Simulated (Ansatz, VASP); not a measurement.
**PbF in VASP and in Ansatz**

```
Pb F
1.0
     2.12399    1.22628    2.64286
    -2.12399    1.22628    2.64286
     0.00000   -2.45257    2.64286
Pb F
1 1
Direct
  0.00000 0.00000 0.00000
  0.50000 0.50000 0.50000
```

Alike in both runs: functional PBE; k mesh 18 × 18 × 18; occupations gaussian, width 0.1 eV; no spin polarisation.

Ansatz relaxed the structure, and its values are those at the end. VASP's run is a single point on that final structure, the one shown.

|  | VASP | Ansatz |
| --- | --- | --- |
| version | VASP 6.6.1 | Ansatz 0.2.0 |
| potentials or method | VASP PAW PBE potentials, release 64 (Pb_d, F), cutoff 520 eV | scalar-relativistic, plane waves, PAW |
| valence electrons in the cell | 21 | 21 |

|  | VASP | Ansatz | Ansatz less VASP |
| --- | --- | --- | --- |
| gap on the k mesh at the Fermi level (eV) | none | none | - |
| pressure (GPa) | -0.2 | 0.0 | +0.21 |

A gap of «none» marks a metal or a gap that the smearing closes.

Neither program's run includes spin-orbit coupling.
